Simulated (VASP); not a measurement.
# AgPAu3 (Pm-3m) in VASP: further runs, part 2 of 2

VASP 6.6.1.

## 4. Single point, PBE

This run uses another cell than the first one, of 21.10 Å³/atom.

The input, INCAR:

```
SYSTEM = AgPAu3
ALGO     = Normal         ! electronic algorithm
EDIFF    = 1E-7           ! SCF threshold, eV
ENCUT    = 520            ! plane-wave cutoff, eV
GGA      = PE             ! functional
ISIF     = 2              ! what is computed and relaxed
ISMEAR   = 0              ! smearing method
LASPH    = .TRUE.         ! aspherical terms in the spheres
LCHARG   = .FALSE.        ! write CHGCAR
LREAL    = .FALSE.        ! projectors in reciprocal space
LWAVE    = .FALSE.        ! write WAVECAR
NBANDS   = 32             ! bands
NELM     = 80             ! most SCF steps
PREC     = Accurate       ! precision mode
SIGMA    = 0.1            ! smearing width, eV
```

The input, KPOINTS:

```
k-points
0
G
  8 8 8
  0 0 0
```

The input, POSCAR:

```
AgPAu3
1.0
    4.7254202033      0.0000000000      0.0000000000
    0.0000000000      4.7254202033      0.0000000000
    0.0000000000      0.0000000000      4.7254202033
Ag P Au
1 1 3
Direct
    0.0000000000      0.0000000000      0.0000000000
    0.5000000000      0.5000000000      0.5000000000
    0.0000000000      0.5000000000      0.5000000000
    0.5000000000      0.0000000000      0.5000000000
    0.5000000000      0.5000000000      0.0000000000
```

On the command line:

```console
cat potpaw_PBE.64/Ag/POTCAR potpaw_PBE.64/P/POTCAR potpaw_PBE.64/Au/POTCAR > POTCAR
mpirun -np 1 vasp_std > vasp.out
```

Run time: 2.3 min. Hardware: 1 thread of Intel Xeon 8259CL, shared host; peak memory 0.28 GiB.

Results (log left out):

```
Free energy            : -16.4901 eV
Pressure               : -0.1 GPa
Band gap on the k mesh : zero (an odd number of electrons rules out a gap without spin polarisation)
```

Levels at points of the mesh, in eV from the Fermi level:
| k point | band 21 | band 22 | band 23 | band 24 | band 25 | band 26 | band 27 | band 28 |
| --- | --- | --- | --- | --- | --- | --- | --- | --- |
| (0.00, 0.00, 0.00) | -3.33 | -3.27 | -3.27 | -3.27 | 0.34 | 0.34 | 0.66 | 3.33 |
| (0.50, 0.00, 0.00) | -3.58 | -3.27 | -1.97 | -1.97 | -0.03 | 0.02 | 1.23 | 3.67 |
| (0.50, 0.50, 0.00) | -3.56 | -2.79 | -2.79 | -1.41 | -0.90 | -0.18 | 3.96 | 3.96 |
| (0.50, 0.50, 0.50) | -3.37 | -1.48 | -1.48 | -1.48 | -0.90 | -0.90 | -0.90 | 1.57 |

Caveat: spin-orbit coupling is left out, which moves the levels of the heavy elements.

## 5. Relaxation of cell and atoms, PBE

The input, INCAR:

```
SYSTEM = AgPAu3
PREC = Accurate ; ENCUT = 600
EDIFF = 1E-6 ; ISMEAR = 0
SIGMA = 0.1 ; LREAL = .FALSE.
LASPH = .TRUE. ; NELM = 80
ALGO = Normal ; ISIF = 3
LWAVE = .FALSE. ; LCHARG = .FALSE.
GGA = PE ; IBRION = 2
NSW = 90 ; EDIFFG = -0.04
```

The input, KPOINTS:

```
Automatic mesh
0
G
  4 4 4
  0 0 0
```

Changes to POSCAR since step 4:

```diff
@@ -2,5 +2,5 @@
 1.0
-    4.7254202033      0.0000000000      0.0000000000
-    0.0000000000      4.7254202033      0.0000000000
-    0.0000000000      0.0000000000      4.7254202033
+    4.4401792900      0.0000000000      0.0000000000
+    0.0000000000      4.4401792900      0.0000000000
+    0.0000000000      0.0000000000      4.4401792900
 Ag P Au
```

Potentials or basis: VASP PAW PBE potentials, release 64 (Ag, P, Au).

On the command line:

```console
cat potpaw_PBE.64/Ag/POTCAR potpaw_PBE.64/P/POTCAR potpaw_PBE.64/Au/POTCAR > POTCAR
mpirun -np 1 vasp_std > vasp.out
```

OUTCAR:

```text
SYSTEM = AgPAu3
   PREC = Accurate
   ENCUT = 600
   EDIFF = 1E-6
   ISMEAR = 0
   LREAL = .FALSE.
   LASPH = .TRUE.
   NELM = 80
   ISIF = 3
   GGA = PE
   IBRION = 2
   NSW = 90
   EDIFFG = -0.04

 ion  position               nearest neighbor table
   1  0.000  0.000  0.000-   3 3.14   4 3.14   5 3.14   3 3.14   4 3.14   3 3.14   5 3.14   3 3.14
                             4 3.14   5 3.14   4 3.14   5 3.14
   2  0.500  0.500  0.500-   3 2.22   4 2.22   5 2.22   5 2.22   4 2.22   3 2.22
   3  0.000  0.500  0.500-   2 2.22   2 2.22   4 3.14   5 3.14   1 3.14   5 3.14   1 3.14   4 3.14
                             1 3.14   1 3.14   4 3.14   5 3.14   5 3.14   4 3.14
   4  0.500  0.000  0.500-   2 2.22   2 2.22   3 3.14   5 3.14   1 3.14   5 3.14   1 3.14   3 3.14
                             5 3.14   5 3.14   1 3.14   3 3.14   1 3.14   3 3.14
   5  0.500  0.500  0.000-   2 2.22   2 2.22   3 3.14   4 3.14   1 3.14   3 3.14   4 3.14   1 3.14
                             4 3.14   4 3.14   1 3.14   3 3.14   3 3.14   1 3.14

  LATTYP: Found a simple cubic cell.
 ALAT       =     4.4401792900

[... 220 lines left out ...]

 k-point     1 :       0.0000    0.0000    0.0000
  band No.  band energies     occupation
      1      -7.5710      2.00000
      2      -0.6366      2.00000
      3      -0.2595      2.00000
      4      -0.2595      2.00000
      5      -0.2595      2.00000
      6       0.0083      2.00000
[... 347 lines left out ...]
--------------------------------------- Ionic step        3  -------------------------------------------

 number of electron      49.0000019 magnetization

 Free energy of the ion-electron system (eV)
  ---------------------------------------------------
  ext. energy  EPLUGINS =         0.00000000
  ---------------------------------------------------
  free energy    TOTEN  =       -16.44710276 eV

  energy without entropy =      -16.41847785  energy(sigma->0) =      -16.43279030

 E-fermi :   6.6658     XC(G=0): -10.7929

 val. band max:        6.6173289642   @ k =   0.5000   0.2500   0.0000
 cond. band min:       6.6819585793   @ k =   0.5000   0.2500   0.0000
 fundamental gap:      0.0646296151
 Fermi energy:         6.6657564717

 k-point     1 :       0.0000    0.0000    0.0000
  band No.  band energies     occupation
      1      -7.0543      2.00000
      2       0.2820      2.00000
      3       0.7083      2.00000
      4       0.7083      2.00000
      5       0.7083      2.00000
      6       1.2610      2.00000
[... 341 lines left out ...]
  FREE ENERGIE OF THE ION-ELECTRON SYSTEM (eV)
  ---------------------------------------------------
  free  energy   TOTEN  =       -16.4471027619 eV

  energy  without entropy=      -16.4184778476  energy(sigma->0) =      -16.43279030

 reached required accuracy - stopping structural energy minimisation
```

CONTCAR:

```text
AgPAu3
   1.00000000000000
     4.7357056099386785    0.0000000000000000    0.0000000000000000
     0.0000000000000000    4.7357056099386785    0.0000000000000000
    -0.0000000000000000   -0.0000000000000000    4.7357056099386785
  Ag              P               Au
     1     1     3
Direct
     0.0000000000000000    0.0000000000000000    0.0000000000000000
     0.5000000000000000    0.5000000000000000    0.5000000000000000
     0.0000000000000000    0.5000000000000000    0.5000000000000000
     0.5000000000000000    0.0000000000000000    0.5000000000000000
     0.5000000000000000    0.5000000000000000    0.0000000000000000

  0.00000000E+00  0.00000000E+00  0.00000000E+00
  0.00000000E+00  0.00000000E+00  0.00000000E+00
  0.00000000E+00  0.00000000E+00  0.00000000E+00
  0.00000000E+00  0.00000000E+00  0.00000000E+00
  0.00000000E+00  0.00000000E+00  0.00000000E+00
```

It took 1.8 min on 1 thread of Intel Xeon 8259CL, shared host; peak memory 0.23 GiB.

Results:

```yaml
Free_energy: -16.4471 eV
Relaxed_volume: 21.24 Å³/atom
Relaxed_cell: a = 4.736 Å, b = 4.736 Å, c = 4.736 Å, α = 90.00°, β = 90.00°, γ = 90.00°
Space_group_after_relaxing_to_0.1_Å: Pm-3m (No. 221)
Energy_gained_by_relaxing: 239.6 meV/atom
Ionic_steps: 3
Pressure_after_relaxing: -0.2 GPa
Band_gap_on_the_k_mesh: zero (an odd number of electrons rules out a gap without spin polarisation)
```

The path:
```
step  energy change (eV)  largest force (eV/Å)  pressure (GPa)  volume (Å³)
   1              0.0000                0.0000           25.87        87.54
   2             -0.4406                0.0000           -8.31       128.47
   3             -1.1978                0.0000           -0.19       106.21
```

Final structure:
```yaml
crystal:
  lattice:
    - [4.73571, 0.00000, 0.00000]
    - [0.00000, 4.73571, 0.00000]
    - [0.00000, 0.00000, 4.73571]
  atoms:
    - { symbol: Ag, position: [0.00000, 0.00000, 0.00000] }
    - { symbol: P, position: [0.50000, 0.50000, 0.50000] }
    - { symbol: Au, position: [0.00000, 0.50000, 0.50000] }
    - { symbol: Au, position: [0.50000, 0.00000, 0.50000] }
    - { symbol: Au, position: [0.50000, 0.50000, 0.00000] }
```

Levels at points of the mesh, in eV from the Fermi level:
```tsv
k point	band 22	band 23	band 24	band 25	band 26	band 27
(0.00, 0.00, 0.00)	-3.31	-3.31	-3.31	0.35	0.35	0.68
(0.50, 0.00, 0.00)	-3.31	-1.86	-1.86	0.03	0.04	1.21
(0.50, 0.50, 0.00)	-2.75	-2.75	-1.43	-0.78	-0.14	3.95
(0.50, 0.50, 0.50)	-1.47	-1.47	-1.47	-0.87	-0.87	-0.87
```

Caveat: the volume moved by over 15 % at a fixed basis, so the end points are rough; spin-orbit coupling is left out, which moves the levels of the heavy elements.

## 6. Relaxation of cell and atoms, PBE

This run uses another cell than the first one, of 21.21 Å³/atom.

The input, INCAR:

```
  PREC = Accurate
  ENCUT = 600
  EDIFF = 1E-7
  ISMEAR = 0
  SIGMA = 0.1
  LREAL = F
  LASPH = T
  NELM = 60
  ALGO = Normal
  ISIF = 3
  LWAVE = F
  LCHARG = F
  GGA = PE
  IBRION = 2
  NSW = 100
  EDIFFG = -0.01
```

The input, KPOINTS:

```
Automatic mesh
0
Gamma
  8 8 8
```

Changes to POSCAR since step 5:

```diff
@@ -2,5 +2,5 @@
 1.0
-    4.4401792900      0.0000000000      0.0000000000
-    0.0000000000      4.4401792900      0.0000000000
-    0.0000000000      0.0000000000      4.4401792900
+    4.7332238836      0.0000000000      0.0000000000
+    0.0000000000      4.7332238836      0.0000000000
+    0.0000000000      0.0000000000      4.7332238836
 Ag P Au
```

Potentials or basis: VASP PAW PBE potentials, release 64 (Ag, P, Au).

On the command line:

```console
cat potpaw_PBE.64/Ag/POTCAR potpaw_PBE.64/P/POTCAR potpaw_PBE.64/Au/POTCAR > POTCAR
mpirun -np 1 vasp_std > vasp.out
```

Run time: 5.2 min. Hardware: 1 thread of Intel Xeon 8259CL, shared host; peak memory 0.34 GiB.

It converged, with:

- Free energy: -16.4899 eV
- Relaxed volume: 21.08 Å³/atom
- Relaxed cell: a = 4.724 Å, b = 4.724 Å, c = 4.724 Å, α = 90.00°, β = 90.00°, γ = 90.00°
- Space group after relaxing (to 0.1 Å): Pm-3m (No. 221)
- Energy gained by relaxing: 0.2 meV/atom
- Ionic steps: 3
- Pressure after relaxing: 0.0 GPa
- Band gap on the k mesh: zero (an odd number of electrons rules out a gap without spin polarisation)

The path:
```tsv
step	energy change (eV)	largest force (eV/Å)	pressure (GPa)	volume (Å³)
1	0.0000	0.0000	-0.47	106.04
2	-0.0008	0.0000	0.23	105.08
3	-0.0010	0.0000	0.00	105.39
```

Final structure:
```
Ag P Au
1.0
     4.72351    0.00000    0.00000
     0.00000    4.72351    0.00000
     0.00000    0.00000    4.72351
Ag P Au
1 1 3
Direct
  0.00000 0.00000 0.00000
  0.50000 0.50000 0.50000
  0.00000 0.50000 0.50000
  0.50000 0.00000 0.50000
  0.50000 0.50000 0.00000
```

Levels at points of the mesh, in eV from the Fermi level:
```
           k point  band 21  band 22  band 23  band 24  band 25  band 26  band 27  band 28
(0.00, 0.00, 0.00)    -3.34    -3.27    -3.27    -3.27     0.34     0.34     0.67     3.33
(0.50, 0.00, 0.00)    -3.59    -3.27    -1.98    -1.98    -0.03     0.02     1.23     3.67
(0.50, 0.50, 0.00)    -3.56    -2.79    -2.79    -1.41    -0.90    -0.18     3.96     3.96
(0.50, 0.50, 0.50)    -3.37    -1.48    -1.48    -1.48    -0.90    -0.90    -0.90     1.58
```

Caveat: spin-orbit coupling is left out, which moves the levels of the heavy elements.

## 7. Summary

| task | cell | k mesh | cutoff (eV) | gap on the mesh (eV) | pressure (GPa) | relaxed volume (Å³/atom) |
| --- | --- | --- | --- | --- | --- | --- |
| single point | a = 4.440 Å, 5 atoms | 4 × 4 × 4 | 520 | none | 25.8 | - |
| single point | a = 4.733 Å, 5 atoms | 4 × 4 × 4 | 520 | none | -0.1 | - |
| single point | a = 4.725 Å, 5 atoms | 8 × 8 × 8 | 520 | none | -0.1 | - |
| relaxation of cell and atoms | relaxed from a = 4.440 Å, 5 atoms | 4 × 4 × 4 | 600 | none | -0.2 | 21.24 |
| relaxation of cell and atoms | relaxed from a = 4.733 Å, 5 atoms | 8 × 8 × 8 | 600 | none | 0.0 | 21.08 |

Alike in all rows: level PBE; potentials or basis VASP PAW PBE potentials, release 64 (Ag, P, Au); no spin polarisation; smearing gaussian 0.1 eV.

Caveats: spin-orbit coupling is left out, which moves the levels of the heavy elements; the cell stands under pressure (at least some runs); the volume moved by over 15 % at a fixed basis, so the end points are rough (at least some runs).

Absolute energies hang on the potentials; compare differences alone.

The gap in the log of VASP goes by the Fermi energy; the results here count the filled bands.